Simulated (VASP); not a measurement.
# GaAs (I-4m2) in VASP: further runs

The runs below take GaAs through single point, with PBEsol.

Everything below comes from runs of VASP 6.6.1. Logs are shortened: lines on timing, memory, paths and dates and some standing lists are left out, and cuts for length are marked.

### Step 1. The cell of the first run

It takes space group I-4m2 (No. 119, tetragonal). Conventional cell: a = 3.761 Å, b = 3.761 Å, c = 5.862 Å, α = 90.00°, β = 90.00°, γ = 90.00°. Ga (site symmetry -4m2) has 4 As at 2.38 Å within 3.1 Å. As (site symmetry -4m2) has 4 Ga at 2.38 Å within 3.1 Å.

### Step 2. Single point, PBEsol (biaxial strain in the a-b plane: -6.0 %)

Input file INCAR:

```
SYSTEM = GaAs
PREC     = Accurate       ! precision mode
ENCUT    = 520            ! plane-wave cutoff, eV
EDIFF    = 1E-6           ! SCF threshold, eV
ISMEAR   = 0              ! smearing method
SIGMA    = 0.01           ! smearing width, eV
LREAL    = .FALSE.        ! projectors in reciprocal space
LASPH    = .TRUE.         ! aspherical terms in the spheres
NELM     = 100            ! most SCF steps
ALGO     = Normal         ! electronic algorithm
ISIF     = 2              ! what is computed and relaxed
LWAVE    = .FALSE.        ! write WAVECAR
LCHARG   = .FALSE.        ! write CHGCAR
GGA      = PS             ! functional
NBANDS   = 26             ! bands
```

Input file KPOINTS:

```
regular mesh
0
G
  10 10 6
  0 0 0
```

Input file POSCAR:

```
GaAs
1.0
    2.6592378258      2.6592378258      0.0000000000
   -2.6592378258      2.6592378258      0.0000000000
    0.0000000000      0.0000000000      5.8616391224
Ga As
2 2
Direct
    0.0000000000      0.0000000000      0.0000000000
    0.5000000000      0.5000000000      0.5000000000
    0.5000000000      0.0000000000      0.7500000000
    0.0000000000      0.5000000000      0.2500000000
```

Potentials or basis: VASP PAW PBE potentials, release 64 (Ga_d, As).

Run with:

```bash
$ cat potpaw_PBE.64/Ga_d/POTCAR potpaw_PBE.64/As/POTCAR > POTCAR
$ mpirun -np 1 vasp_std > vasp.out
```

OUTCAR:

```text
SYSTEM = GaAs
   PREC = Accurate
   ENCUT = 520
   EDIFF = 1E-6
   ISMEAR = 0
   LREAL = .FALSE.
   LASPH = .TRUE.
   NELM = 100
   ISIF = 2
   GGA = PS

 ion  position               nearest neighbor table
   1  0.000  0.000  0.000-   3 2.38   4 2.38   4 2.38   3 2.38
   2  0.500  0.500  0.500-   3 2.38   4 2.38   3 2.38   4 2.38
   3  0.500  0.000  0.750-   1 2.38   2 2.38   2 2.38   1 2.38
   4  0.000  0.500  0.250-   1 2.38   2 2.38   1 2.38   2 2.38

  LATTYP: Found a simple tetragonal cell.
 ALAT       =     3.7607301988
 C/A-ratio  =     1.5586438836

  Lattice vectors:

 A1 = (   2.6592378258,   2.6592378258,   0.0000000000)
 A2 = (  -2.6592378258,   2.6592378258,   0.0000000000)
 A3 = (   0.0000000000,   0.0000000000,   5.8616391224)

Analysis of symmetry for initial positions (statically):
=====================================================================
 Subroutine PRICEL returns following result:

  LATTYP: Found a body centered tetragonal cell.
 ALAT       =     3.7607301988
 C/A-ratio  =     1.5586438836

  Lattice vectors:

 A1 = (   2.6592378258,   0.0000000000,  -2.9308195612)
 A2 = (  -2.6592378258,   0.0000000000,  -2.9308195612)
 A3 = (   0.0000000000,   2.6592378258,   2.9308195612)

   2 primitive cells build up your supercell.

 Routine SETGRP: Setting up the symmetry group for a
 simple tetragonal supercell.

 Subroutine GETGRP returns: Found  8 space group operations
 (whereof  8 operations were pure point group operations)
 out of a pool of 16 trial point group operations.

The static configuration has the point symmetry D_2d.

Analysis of symmetry for dynamics (positions and initial velocities):
=====================================================================
 Subroutine PRICEL returns following result:

  LATTYP: Found a body centered tetragonal cell.
 ALAT       =     3.7607301988
 C/A-ratio  =     1.5586438836

  Lattice vectors:

 A1 = (   2.6592378258,   0.0000000000,  -2.9308195612)
 A2 = (  -2.6592378258,   0.0000000000,  -2.9308195612)
 A3 = (   0.0000000000,   2.6592378258,   2.9308195612)

   2 primitive cells build up your supercell.

 Routine SETGRP: Setting up the symmetry group for a
 simple tetragonal supercell.

[... 99 lines left out ...]
   LNONCOLLINEAR =      F non collinear calculations
   LSORBIT =      F    spin-orbit coupling
   LASPH  =      T    aspherical Exc in radial PAW
   ENCUT  =  520.0 eV  38.22 Ry    6.18 a.u.   6.99  6.99 10.90*2*pi/ulx,y,z
   NELM   =    100;   NELMIN=  2; NELMDL= -5     # of ELM steps
   EDIFF  = 0.1E-05   stopping-criterion for ELM
   LREAL  =      F    real-space projection
   EDIFFG = 0.1E-04   stopping-criterion for IOM
   NSW    =      0    number of steps for IOM
   IBRION =     -1    ionic relax: 0-MD 1-quasi-New 2-CG
   NFREE  =      0    steps in history (QN), initial steepest desc. (CG)
   ISIF   =      2    stress and relaxation
   ISYM   =      2    0-nonsym 1-usesym 2-fastsym
   POTIM  = 0.5000    time-step for ionic-motion
   TEBEG  =    0.0;   TEEND  =   0.0 temperature during run
   PSTRESS=    0.0 pullay stress
   NELECT =      36.0000    total number of electrons
   NUPDOWN=      -1.0000    fix difference up-down
   EMIN   =  10.00;   EMAX   =-10.00  energy-range for DOS
   EFERMI =   0.00;   METHOD = LEGACY
   ISMEAR =     0;   SIGMA  =   0.01  broadening in eV -4-tet -1-fermi 0-gaus
   EFERMI_NEDOS =   21; number of points for ismear=-14 and -15
   IALGO  =     38    algorithm
   IMIX   =      4    mixing-type and parameters
     AMIX     =   0.40;   BMIX     =  1.00
     AMIX_MAG =   1.60;   BMIX_MAG =  1.00
  volume/ion in A,a.u.               =      20.73       139.86
  Fermi-wavevector in a.u.,A,eV,Ry     =   1.239713  2.342718 20.910638  1.536889
  Thomas-Fermi vector in A             =   2.374185
   LORBIT       =      0    0 simple, 1 ext, 2 COOP (PROOUT), +10 PAW based schemes
   GGA     = PS    functional components
   LHFCALC =     F    Hartree Fock is set to
   AEXX    =    0.0000 exact exchange contribution
   IVDW    =     0    specifies the selected vdW correction
   LEPSILON=     F    determine dielectric tensor
   LRPA    =     F    only Hartree local field effects (RPA)
 non-spin polarized calculation
 Gauss-broadening in eV      SIGMA  =   0.01
  energy-cutoff  :      520.00
  volume of cell :       82.90
 maximum number of plane-waves:      2264
 NGX is ok and might be reduce to    28
   NGX = 13   NGY = 13   NGZ = 21

 number of electron      36.0000010 magnetization

 Free energy of the ion-electron system (eV)
  ---------------------------------------------------
  ext. energy  EPLUGINS =         0.00000000
  ---------------------------------------------------
  free energy    TOTEN  =       -17.89348839 eV

  energy without entropy =      -17.89348839  energy(sigma->0) =      -17.89348839

 E-fermi :   4.9716     XC(G=0): -10.1733

 val. band max:        4.8813100609   @ k =   0.0000   0.0000   0.0000
 cond. band min:       5.5757974527   @ k =   0.4000   0.4000   0.0000
 fundamental gap:      0.6944873918
 Fermi energy:         4.9715812019

 k-point     1 :       0.0000    0.0000    0.0000
  band No.  band energies     occupation
      1     -10.4536      2.00000
      2     -10.3265      2.00000
      3     -10.3005      2.00000
      4     -10.3005      2.00000
      5     -10.2410      2.00000
      6     -10.2410      2.00000
[... 685 lines left out ...]
     25      12.0393      0.00000
     26      13.1558      0.00000

 [... further k-points ...]

------------------------ aborting loop because EDIFF is reached ----------------------------------------

  FORCE on cell =-STRESS in cart. coord.  units (eV):
  Direction    XX          YY          ZZ          XY          YZ          ZX
  --------------------------------------------------------------------------------------
  -------------------------------------------------------------------------------------
  Total        5.2120818      5.2120818      1.4757369      0.0000000      0.0000000      0.0000000
  in kB      100.7298931    100.7298931     28.5204307      0.0000000      0.0000000      0.0000000
  external PRESSURE =      76.6600723 kB  Pullay stress =       0.0000000 kB

 VOLUME and BASIS-vectors are now :
 -----------------------------------------------------------------------------
  energy-cutoff  :      520.00
  volume of cell :       82.90
      direct lattice vectors                 reciprocal lattice vectors
     2.659237826  2.659237826  0.000000000     0.188023800  0.188023800  0.000000000
    -2.659237826  2.659237826  0.000000000    -0.188023800  0.188023800  0.000000000
     0.000000000  0.000000000  5.861639122     0.000000000  0.000000000  0.170600745

 POSITION                                       TOTAL-FORCE (eV/Angst)
 -----------------------------------------------------------------------------------
      0.00000      0.00000      0.00000        -0.000000      0.000000      0.000000
      0.00000      2.65924      2.93082        -0.000000     -0.000000     -0.000000
      1.32962      1.32962      4.39623         0.000000      0.000000      0.000000
     -1.32962      1.32962      1.46541         0.000000      0.000000      0.000000
 -----------------------------------------------------------------------------------
    total drift:                               -0.000000      0.000000      0.000000

  FREE ENERGIE OF THE ION-ELECTRON SYSTEM (eV)
  ---------------------------------------------------
  free  energy   TOTEN  =       -17.8934883946 eV

  energy  without entropy=      -17.8934883946  energy(sigma->0) =      -17.89348839
```

OSZICAR:

```text
N       E                     dE             d eps       ncg     rms          rms(c)
DAV:   1     0.239173006840E+03    0.23917E+03   -0.17354E+04  4584   0.201E+03
DAV:   2     0.977730412499E+01   -0.22940E+03   -0.22060E+03  4780   0.433E+02
DAV:   3    -0.175165299281E+02   -0.27294E+02   -0.26966E+02  5396   0.120E+02
DAV:   4    -0.183360237623E+02   -0.81949E+00   -0.81751E+00  4998   0.218E+01
DAV:   5    -0.183521912081E+02   -0.16167E-01   -0.16153E-01  5526   0.297E+00    0.457E+00
DAV:   6    -0.179729811161E+02    0.37921E+00   -0.53276E-01  6512   0.126E+01    0.261E+00
DAV:   7    -0.178958122382E+02    0.77169E-01   -0.26454E-01  5890   0.346E+00    0.749E-01
DAV:   8    -0.178933866189E+02    0.24256E-02   -0.43099E-02  5316   0.262E+00    0.243E-01
DAV:   9    -0.178934613666E+02   -0.74748E-04   -0.45097E-03  5734   0.111E+00    0.687E-02
DAV:  10    -0.178934508100E+02    0.10557E-04   -0.60399E-04  5262   0.221E-01    0.267E-02
DAV:  11    -0.178934892685E+02   -0.38458E-04   -0.92855E-05  5424   0.618E-02    0.145E-02
DAV:  12    -0.178934883946E+02    0.87393E-06   -0.69185E-06  4318   0.239E-02
   1 F= -.17893488E+02 E0= -.17893488E+02  d E =-.765901E-40
```

stdout:

```text
POSCAR found type information on POSCAR GaAs
 POSCAR found :  2 types and       4 ions
 scaLAPACK will be used
 -----------------------------------------------------------------------------
|                                                                             |
|                                                                             |
|     You enforced a specific xc type in the INCAR file but a different       |
|     I HOPE YOU KNOW WHAT YOU ARE DOING!                                     |
|                                                                             |
 -----------------------------------------------------------------------------

 LDA part: xc-table for (Slater+PW92), standard interpolation
 POSCAR, INCAR and KPOINTS ok, starting setup
 FFT: planning ... GRIDC
 FFT: planning ... GRID_SOFT
 FFT: planning ... GRID
 WAVECAR not read
 entering main loop
```

Wall time 2 min (1 thread of Intel Xeon Platinum 8259CL at 2.50GHz (Skylake/Cascade Lake), shared host); peak memory 0.29 GiB.

What came out:

* Free energy: -17.8935 eV
* Pressure: 7.7 GPa
* Band gap on the k mesh: 0.69 eV

Stress tensor (GPa, compression positive):
```
10.07  0.00  0.00
 0.00 10.07  0.00
 0.00  0.00  2.85
```

Levels at points of the mesh, in eV from the valence-band top:
| k point | band 14 | band 15 | band 16 | band 17 | band 18 | band 19 | band 20 | band 21 | band 22 | band 23 |
| --- | --- | --- | --- | --- | --- | --- | --- | --- | --- | --- |
| (0.00, 0.00, 0.00) | -2.74 | -2.74 | -0.70 | 0.00 | 0.00 | 0.80 | 1.44 | 1.94 | 3.45 | 3.45 |
| (0.50, 0.00, 0.00) | -6.32 | -4.36 | -4.36 | -1.09 | -1.09 | 3.19 | 3.19 | 5.07 | 5.07 | 5.58 |
| (0.50, 0.50, 0.00) | -7.26 | -3.47 | -3.47 | -3.41 | -3.41 | 0.74 | 0.74 | 0.98 | 0.98 | 9.77 |
| (0.00, 0.00, 0.50) | -4.85 | -1.75 | -1.75 | -1.75 | -1.75 | 2.14 | 2.14 | 3.20 | 3.20 | 6.61 |
| (0.50, 0.00, 0.50) | -7.40 | -1.96 | -1.96 | -1.03 | -1.03 | 0.74 | 0.74 | 4.25 | 4.25 | 4.78 |
| (0.50, 0.50, 0.50) | -7.10 | -4.22 | -4.22 | -4.00 | -4.00 | 3.84 | 3.84 | 3.93 | 3.93 | 4.45 |

Caveat: the cell differs from its parent crystal (biaxial strain in the a-b plane: -6.0 %); the cell stands under pressure; the PAW data sets were made with another functional, which shifts forces and pressure a little. A k mesh can miss the band edges.

(Part 1 of 2 ends here.)
